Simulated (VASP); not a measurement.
Input of a VASP 6.6.1 run:

File INCAR:

```
SYSTEM = Ba
PREC     = Accurate       ! precision mode
ENCUT    = 500            ! plane-wave cutoff, eV
EDIFF    = 1E-6           ! SCF threshold, eV
ISMEAR   = -1             ! smearing method
SIGMA    = 0.05           ! smearing width, eV
LREAL    = .False.        ! projectors in reciprocal space
LASPH    = .True.         ! aspherical terms in the spheres
NELM     = 120            ! most SCF steps
ALGO     = Normal         ! electronic algorithm
ISIF     = 2              ! what is computed and relaxed
LWAVE    = .False.        ! write WAVECAR
LCHARG   = .False.        ! write CHGCAR
GGA      = CA             ! functional
NBANDS   = 11             ! bands
GGA_COMPAT= .False.
```

File KPOINTS:

```
Automatic mesh
0
Gamma
  4 4 4
  0 0 0
```

File POSCAR:

```
Ba
1.0
    4.1913400000      0.0000000000      0.0000000000
    0.0000000000      4.1913400000      0.0000000000
    0.0000000000      0.0000000000      4.1913400000
Ba
1
Direct
    0.0000000000      0.0000000000      0.0000000000
```

Potentials or basis: VASP PAW LDA potentials, release 64 (Ba_sv).

The run is started by

```sh
$ cat potpaw_LDA.64/Ba_sv/POTCAR > POTCAR
$ mpirun -np 1 vasp_std > vasp.out
```

Q: What does it give for the band gap on the k mesh?

A: Zero (band 5 reaches 0.98 eV, above the bottom of band 6 at 0.75 eV).

Q: Predict the pressure.

A: -1.5 GPa.

Caveat: the k points lie up to 0.37 Å⁻¹ apart; spin-orbit coupling is left out, which moves the levels of the heavy elements.
